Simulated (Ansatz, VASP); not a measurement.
## Two plane-wave programs on NbNiTe3

```xyz
5
Lattice="5.3875 0.0000 0.0000 0.0000 5.3875 0.0000 0.0000 0.0000 5.3875" Properties=species:S:1:pos:R:3 pbc="T T T"
Nb    2.6937    2.6937    2.6937
Ni    0.0000    0.0000    0.0000
Te    0.0000    2.6937    2.6937
Te    2.6937    0.0000    2.6937
Te    2.6937    2.6937    0.0000
```

Alike in both runs: functional PBE; k mesh 4 × 4 × 4; occupations gaussian, width 0.1 eV; collinear spin.

Ansatz relaxed the structure, and its values are those at the end. VASP's run is a single point on that final structure, the one shown.

|  | VASP | Ansatz |
| --- | --- | --- |
| version | VASP 6.6.1 | Ansatz 0.2.0 |
| potentials or method | VASP PAW PBE potentials, release 64 (Nb_sv, Ni, Te), cutoff 520 eV | scalar-relativistic, plane waves, PAW |
| valence electrons in the cell | 41 | 79 |

Ansatz gave:

| Item | Value |
| --- | --- |
| gap on the k mesh at the Fermi level (eV) | none |
| pressure (GPa) | 0.3 |
| net moment per atom (μB) | 0.28 |
| size of the moment on the site where the two differ most (μB) | 1.03 |

**Question.** Estimate VASP's values.

**Answer.** gap on the k mesh at the Fermi level (eV): none; pressure (GPa): 0.2; net moment per atom (μB): 0.28; size of the moment on the site where the two differ most (μB): 1.01.

Site moments also hang on the region over which each program counts them. A gap of «none» marks a metal or a gap that the smearing closes. With one functional, cell and mesh, what is left measures potentials, basis and numerics. VASP's potentials hold 41 valence electrons a cell and Ansatz's 79, so a difference there can come from the potentials and not from the codes.

Spin-orbit coupling is off throughout.
